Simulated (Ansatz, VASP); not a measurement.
## One calculation of CrBW, two programs

```
W Cr B
1.0
     3.10458    0.00000    0.00000
     1.55229   -6.74224    0.00000
     0.00000    0.00000   -3.00799
W Cr B
2 2 2
Direct
  0.91002 0.17996 0.75000
  0.08998 0.82004 0.25000
  0.30058 0.39884 0.25000
  0.69942 0.60116 0.75000
  0.46450 0.07100 0.25000
  0.53550 0.92900 0.75000
```

Alike in both runs: task single point; functional LDA; k mesh 6 × 6 × 6; non-collinear spin, spin-orbit coupling.

```csv
,VASP,Ansatz
version,VASP 6.6.1,Ansatz 0.2.0
potentials or method,"VASP PAW LDA potentials, release 64 (W_sv, Cr_pv, B), cutoff 520 eV",PAW plane waves
occupations,"fermi-dirac, width 0.1 eV",fermi-dirac
valence electrons in the cell,58,62
```

VASP gave:

| Item | Value |
| --- | --- |
| pressure (GPa) | 3.5 |
| traceless stress, the component that is largest in VASP (GPa) | 8.94 |
| rms of the force components (eV/Å) | 0.615 |

**Question.** Estimate Ansatz's values.

**Answer.** Pressure (GPa): 1.6; traceless stress, the component that is largest in VASP (GPa): 9.01; rms of the force components (eV/Å): 0.586.

LDA's correlation is that of Perdew and Zunger in VASP and of Perdew and Wang (1992) in Ansatz. Atom by atom the forces differ by 0.041 eV/Å (rms over components). VASP's potentials hold 58 valence electrons a cell and Ansatz's 62, so a difference there can come from the potentials and not from the codes.
